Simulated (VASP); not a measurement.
# Al (P6_3/mmc) in VASP: further runs

Runs on Al. Level: BLYP. Tasks: single point.

Program: VASP 6.6.1. These are calculated values, not measurements. Logs are shortened: lines on timing, memory, paths and dates and some standing lists are left out, and cuts for length are marked.

**1. The cell of the first run**

Symmetry: P6_3/mmc, No. 194, hexagonal system. The conventional cell has a = 2.888 Å, b = 2.888 Å, c = 4.884 Å, α = 90.00°, β = 90.00°, γ = 120.00°. Al (site symmetry -6m2) has 12 Al at 2.89 to 2.96 Å within 3.8 Å.

**2. Single point, BLYP**

Input file INCAR:

```
SYSTEM = Al
AGGAC    = 1.0          
AGGAX    = 1.0          
ALDAC    = 0.0          
ALDAX    = 1.0          
ALGO     = Normal         ! electronic algorithm
EDIFF    = 1E-7           ! SCF threshold, eV
ENCUT    = 520            ! plane-wave cutoff, eV
GGA      = B5             ! functional
ISIF     = 2              ! what is computed and relaxed
ISMEAR   = -1             ! smearing method
LASPH    = .True.         ! aspherical terms in the spheres
LCHARG   = .False.        ! write CHGCAR
LREAL    = .False.        ! projectors in reciprocal space
LWAVE    = .False.        ! write WAVECAR
NBANDS   = 10             ! bands
NELM     = 60             ! most SCF steps
PREC     = Accurate       ! precision mode
SIGMA    = 0.1            ! smearing width, eV
```

Input file KPOINTS:

```
k-points
0
Gamma
  13 13 7
  0 0 0
```

Input file POSCAR:

```
Al
1.0
    2.8877572508      0.0000000000      0.0000000000
   -1.4438786254      2.5008711392      0.0000000000
    0.0000000000      0.0000000000      4.8844227420
Al
2
Direct
    0.3333333333      0.6666666667      0.2500000000
    0.6666666667      0.3333333333      0.7500000000
```

Potentials or basis: VASP PAW PBE potentials, release 64 (Al).

Run with:

```console
> cat potpaw_PBE.64/Al/POTCAR > POTCAR
> mpirun -np 1 vasp_std > vasp.out
```

OUTCAR:

```text
SYSTEM = Al
   EDIFF = 1E-7
   ENCUT = 520
   GGA = B5
   ISIF = 2
   ISMEAR = -1
   LASPH = .True.
   LREAL = .False.
   NELM = 60
   PREC = Accurate

 ion  position               nearest neighbor table
   1  0.333  0.667  0.250-   2 2.96   2 2.96   2 2.96   2 2.96   2 2.96   2 2.96
   2  0.667  0.333  0.750-   1 2.96   1 2.96   1 2.96   1 2.96   1 2.96   1 2.96

  LATTYP: Found a hexagonal cell.
 ALAT       =     2.8877572508
 C/A-ratio  =     1.6914242846

  Lattice vectors:

 A1 = (   2.8877572508,   0.0000000000,   0.0000000000)
 A2 = (  -1.4438786254,   2.5008711392,   0.0000000000)
 A3 = (   0.0000000000,   0.0000000000,   4.8844227420)

Analysis of symmetry for initial positions (statically):
=====================================================================
 Subroutine PRICEL returns:
 Original cell was already a primitive cell.

 Routine SETGRP: Setting up the symmetry group for a
 hexagonal supercell.

 Subroutine GETGRP returns: Found 24 space group operations
 (whereof 12 operations were pure point group operations)
 out of a pool of 24 trial point group operations.

The static configuration has the point symmetry D_3d.
 The point group associated with its full space group is D_6h.

Analysis of symmetry for dynamics (positions and initial velocities):
=====================================================================
 Subroutine PRICEL returns:
 Original cell was already a primitive cell.

 Routine SETGRP: Setting up the symmetry group for a
 hexagonal supercell.

 Subroutine GETGRP returns: Found 24 space group operations
 (whereof 12 operations were pure point group operations)
 out of a pool of 24 trial point group operations.

The dynamic configuration has the point symmetry D_3d.
 The point group associated with its full space group is D_6h.

 Subroutine INISYM returns: Found 24 space group operations
 (whereof 12 operations are pure point group operations),
 and found     1 'primitive' translations

----------------------------------------------------------------------------------------

                                     Primitive cell

  volume of cell :      35.2749

  direct lattice vectors                    reciprocal lattice vectors
     2.887757251  0.000000000  0.000000000     0.346289495  0.199930333  0.000000000
    -1.443878625  2.500871139  0.000000000     0.000000000  0.399860666  0.000000000
     0.000000000  0.000000000  4.884422742     0.000000000  0.000000000  0.204732484

  length of vectors
     2.887757251  2.887757251  4.884422742     0.399860666  0.399860666  0.204732484

  position of ions in fractional coordinates (direct lattice)
     0.333333333  0.666666667  0.250000000
     0.666666667  0.333333333  0.750000000

  ion indices of the primitive-cell ions
   primitive index   ion index
                 1           1
                 2           2

----------------------------------------------------------------------------------------

 KPOINTS: k-points

Automatic generation of k-mesh.
 Grid dimensions read from file:
 generate k-points for:   13   13    7

 Generating k-lattice:

  Cartesian coordinates                     Fractional coordinates (reciprocal lattice)
     0.026637653  0.015379256  0.000000000     0.076923077  0.000000000  0.000000000
     0.000000000  0.030758513  0.000000000     0.000000000  0.076923077  0.000000000
     0.000000000  0.000000000  0.029247498     0.000000000  0.000000000  0.142857143

  Length of vectors
     0.030758513  0.030758513  0.029247498

  Shift w.r.t. Gamma in fractional coordinates (k-lattice)
     0.000000000  0.000000000  0.000000000

 Subroutine IBZKPT returns following result:
 ===========================================

 Found     84 irreducible k-points:

 Following reciprocal coordinates:
            Coordinates               Weight
  0.000000  0.000000  0.000000      1.000000
  0.076923  0.000000  0.000000      6.000000
  0.153846  0.000000  0.000000      6.000000
  0.230769  0.000000  0.000000      6.000000
  0.307692  0.000000  0.000000      6.000000
  0.384615 -0.000000  0.000000      6.000000
[... 16 lines left out ...]
  0.076923  0.000000  0.142857     12.000000
  0.153846  0.000000  0.142857     12.000000
 [... further k-points ...]
   k-points           NKPTS =     84   k-points in BZ     NKDIM =     84   number of bands    NBANDS=     10
   number of dos      NEDOS =    301   number of ions     NIONS =      2
   total plane-waves  NPLWV =  20736
   dimension x,y,z NGX =    24 NGY =   24 NGZ =   36
   dimension x,y,z NGXF=    48 NGYF=   48 NGZF=   72
   ions per type =               2
   NGX,Y,Z   is equivalent  to a cutoff of  13.82, 13.82, 12.25 a.u.
   NGXF,Y,Z  is equivalent  to a cutoff of  27.63, 27.63, 24.51 a.u.
 SYSTEM =  Al
   PREC   = accura    normal or accurate (medium, high low for compatibility)
   ISTART =      0    job   : 0-new  1-cont  2-samecut
   ICHARG =      2    charge: 1-file 2-atom 10-const
   ISPIN  =      1    spin polarized calculation?
   LNONCOLLINEAR =      F non collinear calculations
   LSORBIT =      F    spin-orbit coupling
   LASPH  =      T    aspherical Exc in radial PAW
   ENCUT  =  520.0 eV  38.22 Ry    6.18 a.u.   5.37  5.37  9.08*2*pi/ulx,y,z
   NELM   =     60;   NELMIN=  2; NELMDL= -5     # of ELM steps
   EDIFF  = 0.1E-06   stopping-criterion for ELM
   LREAL  =      F    real-space projection
   EDIFFG = 0.1E-05   stopping-criterion for IOM
   NSW    =      0    number of steps for IOM
   IBRION =     -1    ionic relax: 0-MD 1-quasi-New 2-CG
   NFREE  =      0    steps in history (QN), initial steepest desc. (CG)
   ISIF   =      2    stress and relaxation
   ISYM   =      2    0-nonsym 1-usesym 2-fastsym
   POTIM  = 0.5000    time-step for ionic-motion
   TEBEG  =    0.0;   TEEND  =   0.0 temperature during run
   PSTRESS=    0.0 pullay stress
   NELECT =       6.0000    total number of electrons
   NUPDOWN=      -1.0000    fix difference up-down
   EMIN   =  10.00;   EMAX   =-10.00  energy-range for DOS
   EFERMI =   0.00;   METHOD = LEGACY
   ISMEAR =    -1;   SIGMA  =   0.10  broadening in eV -4-tet -1-fermi 0-gaus
   EFERMI_NEDOS =   21; number of points for ismear=-14 and -15
   IALGO  =     38    algorithm
   IMIX   =      4    mixing-type and parameters
     AMIX     =   0.40;   BMIX     =  1.00
     AMIX_MAG =   1.60;   BMIX_MAG =  1.00
  volume/ion in A,a.u.               =      17.64       119.02
  Fermi-wavevector in a.u.,A,eV,Ry     =   0.907062  1.714098 11.194342  0.822761
  Thomas-Fermi vector in A             =   2.030824
   LORBIT       =      0    0 simple, 1 ext, 2 COOP (PROOUT), +10 PAW based schemes
   GGA     = B5    functional components
   LHFCALC =     F    Hartree Fock is set to
   AEXX    =    0.0000 exact exchange contribution
   IVDW    =     0    specifies the selected vdW correction
   LEPSILON=     F    determine dielectric tensor
   LRPA    =     F    only Hartree local field effects (RPA)
 non-spin polarized calculation
  energy-cutoff  :      520.00
  volume of cell :       35.27
 maximum number of plane-waves:       972
 NGX is ok and might be reduce to    24
   NGX = 11   NGY = 11   NGZ = 19

 number of electron       6.0000000 magnetization

 Free energy of the ion-electron system (eV)
  ---------------------------------------------------
  ext. energy  EPLUGINS =         0.00000000
  ---------------------------------------------------
  free energy    TOTEN  =        -5.36147808 eV

  energy without entropy =       -5.33487598  energy(sigma->0) =       -5.34817703

 E-fermi :   7.7908     XC(G=0):  -9.4258

 val. band max:        7.7457631647   @ k =   0.3846  -0.0000   0.4286
 cond. band min:       7.8574123847   @ k =   0.3077   0.2308   0.2857
 fundamental gap:      0.1116492200
 Fermi energy:         7.7907662734

 k-point     1 :       0.0000    0.0000    0.0000
  band No.  band energies     occupation
      1      -2.8723      2.00000
      2       2.9984      2.00000
      3       3.4031      2.00000
      4      18.2075      0.00000
      5      18.2075      0.00000
      6      18.8130      0.00000
      7      18.8130      0.00000
      8      19.0568      0.00000
      9      20.0303      0.00000
     10      21.5350      0.00000

 k-point     2 :       0.0769    0.0000    0.0000
  band No.  band energies     occupation
      1      -2.7325      2.00000
      2       3.1364      2.00000
      3       3.5335      2.00000
      4      16.0254      0.00000
      5      17.0298      0.00000
      6      18.2377      0.00000
      7      19.8929      0.00000
      8      20.0037      0.00000
      9      20.2328      0.00000
     10      21.0283      0.00000

 k-point     3 :       0.1538    0.0000    0.0000
  band No.  band energies     occupation
      1      -2.3140      2.00000
      2       3.5484      2.00000
      3       3.9245      2.00000
      4      13.2533      0.00000
      5      15.8368      0.00000
      6      17.2322      0.00000
      7      18.3545      0.00000
      8      18.8440      0.00000
      9      20.4868      0.00000
     10      20.7298      0.00000

 k-point     4 :       0.2308    0.0000    0.0000
  band No.  band energies     occupation
      1      -1.6193      2.00000
      2       4.2272      2.00000
      3       4.5756      2.00000
      4      10.5991      0.00000
      5      14.8779      0.00000
      6      15.6875      0.00000
      7      16.4072      0.00000
      8      16.6505      0.00000
      9      19.6192      0.00000
     10      20.8657      0.00000
[... 222 lines left out ...]
 k-point    22 :       0.0000    0.0000    0.1429
  band No.  band energies     occupation
      1      -2.7461      2.00000
      2       1.6011      2.00000
      3       5.0253      2.00000
      4      16.9297      0.00000
      5      18.3101      0.00000
      6      18.3101      0.00000
      7      18.9233      0.00000
      8      18.9233      0.00000
      9      21.6210      0.00000
     10      21.7047      0.00000

 k-point    23 :       0.0769    0.0000    0.1429
  band No.  band energies     occupation
      1      -2.6064      2.00000
      2       1.7372      2.00000
      3       5.1571      2.00000
      4      16.0670      0.00000
      5      17.0830      0.00000
      6      17.1365      0.00000
      7      18.8782      0.00000
      8      19.8935      0.00000
      9      20.3389      0.00000
     10      20.7663      0.00000

 k-point    24 :       0.1538    0.0000    0.1429
  band No.  band energies     occupation
      1      -2.1882      2.00000
      2       2.1446      2.00000
      3       5.5510      2.00000
      4      13.3560      0.00000
      5      15.9445      0.00000
      6      16.9072      0.00000
      7      17.2299      0.00000
      8      18.3869      0.00000
      9      19.6287      0.00000
     10      20.2831      0.00000

 [... further k-points ...]
[... 5 lines left out ...]
  --------------------------------------------------------------------------------------
  -------------------------------------------------------------------------------------
  Total        0.0163945      0.0163945      0.0245807      0.0000000     -0.0000000      0.0000000
  in kB        0.7446371      0.7446371      1.1164523      0.0000000     -0.0000000      0.0000000
  external PRESSURE =       0.8685755 kB  Pullay stress =       0.0000000 kB

 VOLUME and BASIS-vectors are now :
 -----------------------------------------------------------------------------
  energy-cutoff  :      520.00
  volume of cell :       35.27
      direct lattice vectors                 reciprocal lattice vectors
     2.887757251  0.000000000  0.000000000     0.346289495  0.199930333  0.000000000
    -1.443878625  2.500871139  0.000000000     0.000000000  0.399860666  0.000000000
     0.000000000  0.000000000  4.884422742     0.000000000  0.000000000  0.204732484

 POSITION                                       TOTAL-FORCE (eV/Angst)
 -----------------------------------------------------------------------------------
     -0.00000      1.66725      1.22111        -0.000000     -0.000000      0.000000
      1.44388      0.83362      3.66332         0.000000      0.000000      0.000000
 -----------------------------------------------------------------------------------
    total drift:                                0.000000     -0.000000     -0.000000

  FREE ENERGIE OF THE ION-ELECTRON SYSTEM (eV)
  ---------------------------------------------------
  free  energy   TOTEN  =        -5.3614780801 eV

  energy  without entropy=       -5.3348759811  energy(sigma->0) =       -5.34817703
```

Wall time 10 s (1 thread of Intel Xeon 6975P-C (Granite Rapids), shared host); peak memory 0.16 GiB.

Results:

- Free energy: -5.3615 eV
- Pressure: 0.1 GPa
- Band gap on the k mesh: zero (band 3 reaches 10.64 eV, above the bottom of band 4 at 5.16 eV)

Levels at points of the mesh, in eV from the Fermi level:
```csv
k point,band 1,band 2,band 3,band 4,band 5,band 6,band 7,band 8
"(0.00, 0.00, 0.00)",-10.66,-4.79,-4.39,10.42,10.42,11.02,11.02,11.27
```

Caveat: the PAW data sets were made with another functional, which shifts forces and pressure a little.

**3. Single point, BLYP (volume scaled by 0.88)**

Input file INCAR:

```
PREC = Accurate
ENCUT = 520
EDIFF = 1E-6
ISMEAR = -1
SIGMA = 0.1
LREAL = False
LASPH = True
NELM = 60
ALGO = Normal
ISIF = 2
LWAVE = False
LCHARG = False
GGA = B5
ALDAX = 1.0
AGGAX = 1.0
AGGAC = 1.0
ALDAC = 0.0
NBANDS = 10
```

Input file KPOINTS:

```
Automatic mesh
0
Gamma
  14 14 7
```

Input file POSCAR:

```
Al
1.0
    2.7672914868      0.0000000000      0.0000000000
   -1.3836457434      2.3965447273      0.0000000000
    0.0000000000      0.0000000000      4.6806640233
Al
2
Direct
    0.3333333333      0.6666666667      0.2500000000
    0.6666666667      0.3333333333      0.7500000000
```

Potentials or basis: VASP PAW PBE potentials, release 64 (Al).

Run with:

```console
> cat potpaw_PBE.64/Al/POTCAR > POTCAR
> mpirun -np 1 vasp_std > vasp.out
```

OUTCAR:

```text
PREC = Accurate
   ENCUT = 520
   EDIFF = 1E-6
   ISMEAR = -1
   LREAL = False
   LASPH = True
   NELM = 60
   ISIF = 2
   GGA = B5

 ion  position               nearest neighbor table
   1  0.333  0.667  0.250-   2 2.83   2 2.83   2 2.83   2 2.83   2 2.83   2 2.83
   2  0.667  0.333  0.750-   1 2.83   1 2.83   1 2.83   1 2.83   1 2.83   1 2.83

  LATTYP: Found a hexagonal cell.
 ALAT       =     2.7672914868
 C/A-ratio  =     1.6914242846

  Lattice vectors:

 A1 = (   2.7672914868,   0.0000000000,   0.0000000000)
 A2 = (  -1.3836457434,   2.3965447273,   0.0000000000)
 A3 = (   0.0000000000,   0.0000000000,   4.6806640233)

Analysis of symmetry for initial positions (statically):
=====================================================================
 Subroutine PRICEL returns:
 Original cell was already a primitive cell.

 Routine SETGRP: Setting up the symmetry group for a
 hexagonal supercell.

 Subroutine GETGRP returns: Found 24 space group operations
 (whereof 12 operations were pure point group operations)
 out of a pool of 24 trial point group operations.

[... 171 lines left out ...]
 k-point     1 :       0.0000    0.0000    0.0000
  band No.  band energies     occupation
      1      -2.4164      2.00000
      2       4.1505      2.00000
      3       4.1930      2.00000
      4      20.6863      0.00000
      5      20.6863      0.00000
      6      20.9160      0.00000
      7      20.9160      0.00000
      8      21.0007      0.00000
      9      22.9061      0.00000
     10      24.1790      0.00000
[... 287 lines left out ...]
 k-point    24 :       0.3571    0.2857    0.0000
  band No.  band energies     occupation
      1       5.2725      2.00000
      2       5.3966      2.00000
      3       7.0299      2.00000
      4      11.1664      0.00000
      5      11.2120      0.00000
      6      11.8479      0.00000
      7      12.7777      0.00000
      8      13.8358      0.00000
      9      14.0619      0.00000
     10      26.8046      0.00000

 [... further k-points ...]

------------------------ aborting loop because EDIFF is reached ----------------------------------------

  FORCE on cell =-STRESS in cart. coord.  units (eV):
  Direction    XX          YY          ZZ          XY          YZ          ZX
  --------------------------------------------------------------------------------------
  -------------------------------------------------------------------------------------
  Total        1.8808335      1.8808335      1.8802484      0.0000000     -0.0000000      0.0000000
  in kB       97.0762580     97.0762580     97.0460559      0.0000000     -0.0000000      0.0000000
  external PRESSURE =      97.0661906 kB  Pullay stress =       0.0000000 kB

 VOLUME and BASIS-vectors are now :
 -----------------------------------------------------------------------------
  energy-cutoff  :      520.00
  volume of cell :       31.04
      direct lattice vectors                 reciprocal lattice vectors
     2.767291487  0.000000000  0.000000000     0.361364173  0.208633703  0.000000000
    -1.383645743  2.396544727  0.000000000     0.000000000  0.417267405  0.000000000
     0.000000000  0.000000000  4.680664023     0.000000000  0.000000000  0.213644901

 POSITION                                       TOTAL-FORCE (eV/Angst)
 -----------------------------------------------------------------------------------
     -0.00000      1.59770      1.17017        -0.000000      0.000000      0.000000
      1.38365      0.79885      3.51050         0.000000     -0.000000      0.000000
 -----------------------------------------------------------------------------------
    total drift:                                0.000000     -0.000000     -0.000000

  FREE ENERGIE OF THE ION-ELECTRON SYSTEM (eV)
  ---------------------------------------------------
  free  energy   TOTEN  =        -5.2455488880 eV

  energy  without entropy=       -5.2221482486  energy(sigma->0) =       -5.23384857
```

stdout:

```text
POSCAR found type information on POSCAR Al
 POSCAR found :  1 types and       2 ions
 scaLAPACK will be used
 -----------------------------------------------------------------------------
|                                                                             |
|                                                                             |
|     You enforced a specific xc type in the INCAR file but a different       |
|     I HOPE YOU KNOW WHAT YOU ARE DOING!                                     |
|                                                                             |
 -----------------------------------------------------------------------------

 LDA part: xc-table for (Slater(with rela. corr.)+VWN5), standard interpolation
 POSCAR, INCAR and KPOINTS ok, starting setup
 FFT: planning ... GRIDC
 FFT: planning ... GRID_SOFT
 FFT: planning ... GRID
 WAVECAR not read
 entering main loop
```

Wall time 9.8 s (1 thread of Intel Xeon 6975P-C (Granite Rapids), shared host); peak memory 0.15 GiB.

Results:

* Free energy: -5.2455 eV
* Pressure: 9.7 GPa
* Band gap on the k mesh: zero (band 3 reaches 11.98 eV, above the bottom of band 4 at 6.18 eV)

Caveat: the PAW data sets were made with another functional, which shifts forces and pressure a little.
